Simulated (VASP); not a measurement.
# NaI (Fm-3m) in VASP: notebook

NaI is run at these levels: PBE; tasks: single point.

All numbers are computed with VASP 6.6.1; they aren't measurements. Logs are shortened: lines on timing, memory, paths and dates and some standing lists are left out, and cuts for length are marked.

## 1. The cell of the first run

It takes space group Fm-3m (No. 225, cubic). Conventional cell: a = 6.528 Å, b = 6.528 Å, c = 6.528 Å, α = 90.00°, β = 90.00°, γ = 90.00°. Within 4.3 Å of Na (site symmetry m-3m) lie 6 I at 3.26 Å. Within 4.3 Å of I (site symmetry m-3m) lie 6 Na at 3.26 Å.

## 2. Single point, PBE

The input, INCAR:

```
SYSTEM = NaI
PREC = Accurate
ENCUT = 500
EDIFF = 1E-6
ISMEAR = 0
SIGMA = 0.01
LREAL = .FALSE.
LASPH = .TRUE.
NELM = 120
ALGO = Normal
ISIF = 2
LWAVE = .FALSE.
LCHARG = .FALSE.
GGA = PE
NBANDS = 14
GGA_COMPAT = .FALSE.
```

The input, KPOINTS:

```
Automatic mesh
0
G
  6 6 6
  0 0 0
```

The input, POSCAR:

```
NaI
1.0
    0.0000000000      3.2640967911      3.2640967911
    3.2640967911      0.0000000000      3.2640967911
    3.2640967911      3.2640967911      0.0000000000
Na I
1 1
Direct
    0.0000000000      0.0000000000      0.0000000000
    0.5000000000      0.5000000000      0.5000000000
```

Potentials or basis: VASP PAW PBE potentials, release 64 (Na_pv, I).

Run with:

```bash
$ cat potpaw_PBE.64/Na_pv/POTCAR potpaw_PBE.64/I/POTCAR > POTCAR
$ mpirun -np 1 vasp_std > vasp.out
```

OUTCAR:

```text
SYSTEM = NaI
   PREC = Accurate
   ENCUT = 500
   EDIFF = 1E-6
   ISMEAR = 0
   LREAL = .FALSE.
   LASPH = .TRUE.
   NELM = 120
   ISIF = 2
   GGA = PE

 ion  position               nearest neighbor table
   1  0.000  0.000  0.000-
   2  0.500  0.500  0.500-

  LATTYP: Found a face centered cubic cell.
 ALAT       =     6.5281935822

  Lattice vectors:

 A1 = (   0.0000000000,   3.2640967911,   3.2640967911)
 A2 = (   3.2640967911,   0.0000000000,   3.2640967911)
 A3 = (   3.2640967911,   3.2640967911,   0.0000000000)

Analysis of symmetry for initial positions (statically):
=====================================================================
 Subroutine PRICEL returns:
 Original cell was already a primitive cell.

 Routine SETGRP: Setting up the symmetry group for a
 face centered cubic supercell.

 Subroutine GETGRP returns: Found 48 space group operations
 (whereof 48 operations were pure point group operations)
 out of a pool of 48 trial point group operations.

The static configuration has the point symmetry O_h .

Analysis of symmetry for dynamics (positions and initial velocities):
=====================================================================
 Subroutine PRICEL returns:
 Original cell was already a primitive cell.

 Routine SETGRP: Setting up the symmetry group for a
 face centered cubic supercell.

 Subroutine GETGRP returns: Found 48 space group operations
 (whereof 48 operations were pure point group operations)
 out of a pool of 48 trial point group operations.

The dynamic configuration has the point symmetry O_h .

 Subroutine INISYM returns: Found 48 space group operations
 (whereof 48 operations are pure point group operations),
 and found     1 'primitive' translations

----------------------------------------------------------------------------------------

                                     Primitive cell

  volume of cell :      69.5535

  direct lattice vectors                    reciprocal lattice vectors
     0.000000000  3.264096791  3.264096791    -0.153181732  0.153181732  0.153181732
     3.264096791  0.000000000  3.264096791     0.153181732 -0.153181732  0.153181732
     3.264096791  3.264096791  0.000000000     0.153181732  0.153181732 -0.153181732

  length of vectors
     4.616129951  4.616129951  4.616129951     0.265318543  0.265318543  0.265318543

  position of ions in fractional coordinates (direct lattice)
     0.000000000  0.000000000  0.000000000
[... 79 lines left out ...]
   PSTRESS=    0.0 pullay stress
   NELECT =      14.0000    total number of electrons
   NUPDOWN=      -1.0000    fix difference up-down
   EMIN   =  10.00;   EMAX   =-10.00  energy-range for DOS
   EFERMI =   0.00;   METHOD = LEGACY
   ISMEAR =     0;   SIGMA  =   0.01  broadening in eV -4-tet -1-fermi 0-gaus
   EFERMI_NEDOS =   21; number of points for ismear=-14 and -15
   IALGO  =     38    algorithm
   IMIX   =      4    mixing-type and parameters
     AMIX     =   0.40;   BMIX     =  1.00
     AMIX_MAG =   1.60;   BMIX_MAG =  1.00
  volume/ion in A,a.u.               =      34.78       234.69
  Fermi-wavevector in a.u.,A,eV,Ry     =   0.959425  1.813051 12.524120  0.920497
  Thomas-Fermi vector in A             =   2.088620
   LORBIT       =      0    0 simple, 1 ext, 2 COOP (PROOUT), +10 PAW based schemes
   GGA     = PE    functional components
   LHFCALC =     F    Hartree Fock is set to
   AEXX    =    0.0000 exact exchange contribution
   IVDW    =     0    specifies the selected vdW correction
   LEPSILON=     F    determine dielectric tensor
   LRPA    =     F    only Hartree local field effects (RPA)
 non-spin polarized calculation
 Gauss-broadening in eV      SIGMA  =   0.01
  energy-cutoff  :      500.00
  volume of cell :       69.55
 maximum number of plane-waves:      1807
 NGX is ok and might be reduce to    36
   NGX = 17   NGY = 17   NGZ = 17

 number of electron      13.9999993 magnetization

 Free energy of the ion-electron system (eV)
  ---------------------------------------------------
  ext. energy  EPLUGINS =         0.00000000
  ---------------------------------------------------
  free energy    TOTEN  =        -5.38739105 eV

  energy without entropy =       -5.38739105  energy(sigma->0) =       -5.38739105

 E-fermi :   0.7459     XC(G=0):  -7.6021

 val. band max:        0.6322203109   @ k =   0.0000   0.0000   0.0000
 cond. band min:       4.2062101005   @ k =   0.0000   0.0000   0.0000
 fundamental gap:      3.5739897896
 Fermi energy:         0.7458932458

 k-point     1 :       0.0000    0.0000    0.0000
  band No.  band energies     occupation
      1     -21.8390      2.00000
      2     -21.8390      2.00000
      3     -21.8390      2.00000
      4     -10.3214      2.00000
      5       0.6322      2.00000
      6       0.6322      2.00000
      7       0.6322      2.00000
      8       4.2062      0.00000
      9       8.5602      0.00000
     10       8.5602      0.00000
     11       8.5602      0.00000
     12      10.3370      0.00000
     13      10.3370      0.00000
     14      11.0482      0.00000
[... 241 lines left out ...]
      1     -21.8419      2.00000
      2     -21.8409      2.00000
      3     -21.8405      2.00000
      4      -9.9538      2.00000
      5      -0.9621      2.00000
      6      -0.4204      2.00000
      7      -0.2140      2.00000
      8       5.9420      0.00000
      9       7.1388      0.00000
     10       9.1142      0.00000
     11       9.1738      0.00000
     12      12.0909      0.00000
     13      12.9552      0.00000
     14      13.1126      0.00000

------------------------ aborting loop because EDIFF is reached ----------------------------------------

  FORCE on cell =-STRESS in cart. coord.  units (eV):
  Direction    XX          YY          ZZ          XY          YZ          ZX
  --------------------------------------------------------------------------------------
  -------------------------------------------------------------------------------------
  Total        0.0039730      0.0039730      0.0039730      0.0000000      0.0000000      0.0000000
  in kB        0.0915180      0.0915180      0.0915180      0.0000000      0.0000000      0.0000000
  external PRESSURE =       0.0915180 kB  Pullay stress =       0.0000000 kB

 VOLUME and BASIS-vectors are now :
 -----------------------------------------------------------------------------
  energy-cutoff  :      500.00
  volume of cell :       69.55
      direct lattice vectors                 reciprocal lattice vectors
     0.000000000  3.264096791  3.264096791    -0.153181732  0.153181732  0.153181732
     3.264096791  0.000000000  3.264096791     0.153181732 -0.153181732  0.153181732
     3.264096791  3.264096791  0.000000000     0.153181732  0.153181732 -0.153181732

 POSITION                                       TOTAL-FORCE (eV/Angst)
 -----------------------------------------------------------------------------------
      0.00000      0.00000      0.00000         0.000000      0.000000      0.000000
      3.26410      3.26410      3.26410         0.000000      0.000000     -0.000000
 -----------------------------------------------------------------------------------
    total drift:                                0.000000      0.000000      0.000000

  FREE ENERGIE OF THE ION-ELECTRON SYSTEM (eV)
  ---------------------------------------------------
  free  energy   TOTEN  =        -5.3873910531 eV

  energy  without entropy=       -5.3873910531  energy(sigma->0) =       -5.38739105
```

stdout:

```text
POSCAR found type information on POSCAR NaI
 POSCAR found :  2 types and       2 ions
 scaLAPACK will be used
 LDA part: xc-table for (Slater+PW92), standard interpolation
 POSCAR, INCAR and KPOINTS ok, starting setup
 FFT: planning ... GRIDC
 FFT: planning ... GRID_SOFT
 FFT: planning ... GRID
 WAVECAR not read
 entering main loop
```

Run time: 22 s. Hardware: 1 thread of Intel Xeon 8259CL, shared host; peak memory 0.21 GiB.

What came out:

```yaml
Free_energy: -5.3874 eV
Pressure: 0.0 GPa
Band_gap_on_the_k_mesh: 3.57 eV, direct
```

Caveat: spin-orbit coupling is left out, which moves the levels of the heavy elements. A hybrid or GW would open this gap; PBE tends to underestimate it.

## 3. Single point, PBE (volume changed by -3%)

The input, INCAR:

```
  ALGO = Normal
  EDIFF = 1E-6
  ENCUT = 500
  GGA = PE
  GGA_COMPAT = F
  ISIF = 2
  ISMEAR = 0
  LASPH = T
  LCHARG = T
  LELF = T
  LREAL = F
  LVHAR = T
  LWAVE = F
  NBANDS = 14
  NELM = 120
  PREC = Accurate
  SIGMA = 0.01
```

The input, KPOINTS:

```
k-points
0
Gamma
  6 6 6
```

The input, POSCAR:

```
NaI
1.0
    0.0000000000      3.2311238621      3.2311238621
    3.2311238621      0.0000000000      3.2311238621
    3.2311238621      3.2311238621      0.0000000000
Na I
1 1
Direct
    0.0000000000      0.0000000000      0.0000000000
    0.5000000000      0.5000000000      0.5000000000
```

Potentials or basis: VASP PAW PBE potentials, release 64 (Na_pv, I).

Run with:

```bash
$ cat potpaw_PBE.64/Na_pv/POTCAR potpaw_PBE.64/I/POTCAR > POTCAR
$ mpirun -np 1 vasp_std > vasp.out
```

Run time: 29 s. Hardware: 1 thread of Intel Xeon 8259CL, shared host; peak memory 0.2 GiB.

The run converged. Its results:

- Free energy: -5.3839 eV
- Pressure: 0.5 GPa
- Band gap on the k mesh: 3.65 eV, direct

Levels at points of the mesh, in eV from the valence-band top:
| k point | band 3 | band 4 | band 5 | band 6 | band 7 | band 8 | band 9 | band 10 | band 11 | band 12 |
| --- | --- | --- | --- | --- | --- | --- | --- | --- | --- | --- |
| (0.00, 0.00, 0.00) | -22.43 | -11.03 | 0.00 | 0.00 | 0.00 | 3.65 | 7.93 | 7.93 | 7.93 | 9.76 |
| (0.50, 0.00, 0.00) | -22.43 | -10.71 | -2.20 | -0.28 | -0.28 | 5.09 | 7.45 | 7.45 | 8.77 | 10.32 |
| (0.50, 0.50, 0.00) | -22.44 | -10.63 | -1.92 | -0.75 | -0.75 | 4.50 | 5.55 | 9.90 | 11.33 | 11.33 |

Caveat: spin-orbit coupling is left out, which moves the levels of the heavy elements.
